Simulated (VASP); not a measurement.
A run of VASP 6.6.1 is set up as follows.

File INCAR:

```
ALGO = Normal
EDIFF = 1E-7
EDIFFG = -0.01
ENCUT = 500
GGA = PE
GGA_COMPAT = F
IBRION = 2
ISIF = 3
ISMEAR = 0
LASPH = T
LCHARG = F
LREAL = F
LWAVE = F
NELM = 120
NELMIN = 4
NSW = 80
PREC = Accurate
PSTRESS = 40.0
SIGMA = 0.01
```

KPOINTS

```
k-points
0
Gamma
  7 7 7
```

POSCAR

```
GaP
1.0
    0.0000000000      2.7252500000      2.7252500000
    2.7252500000      0.0000000000      2.7252500000
    2.7252500000      2.7252500000      0.0000000000
Ga P
1 1
Direct
    0.0000000000      0.0000000000      0.0000000000
    0.2500000000      0.2500000000      0.2500000000
```

Potentials or basis: VASP PAW PBE potentials, release 64 (Ga_d, P).

Run with:

```bash
$ cat potpaw_PBE.64/Ga_d/POTCAR potpaw_PBE.64/P/POTCAR > POTCAR
$ mpirun -np 1 vasp_std > vasp.out
```

Task: What does it give for the relaxed volume?

Result: 19.90 Å³/atom.

Task: What does it give for the relaxed cell?

Result: a = 3.832 Å, b = 3.832 Å, c = 3.832 Å, α = 60.00°, β = 60.00°, γ = 60.00°.

Final structure:
```cif
data_structure
_symmetry_space_group_name_H-M 'P 1'
_symmetry_Int_Tables_number 1
_cell_length_a 3.8325
_cell_length_b 3.8325
_cell_length_c 3.8325
_cell_angle_alpha 60.000
_cell_angle_beta 60.000
_cell_angle_gamma 60.000
_cell_volume 39.80
loop_
_atom_site_label
_atom_site_type_symbol
_atom_site_fract_x
_atom_site_fract_y
_atom_site_fract_z
_atom_site_occupancy
Ga1 Ga 0.00000 0.00000 0.00000 1
P1 P 0.25000 0.25000 0.25000 1
```

Caveat: the cell is relaxed towards a set pressure, so the run minimises the enthalpy, not the energy; an odd mesh through Γ misses points on the zone boundary, where band edges can lie.
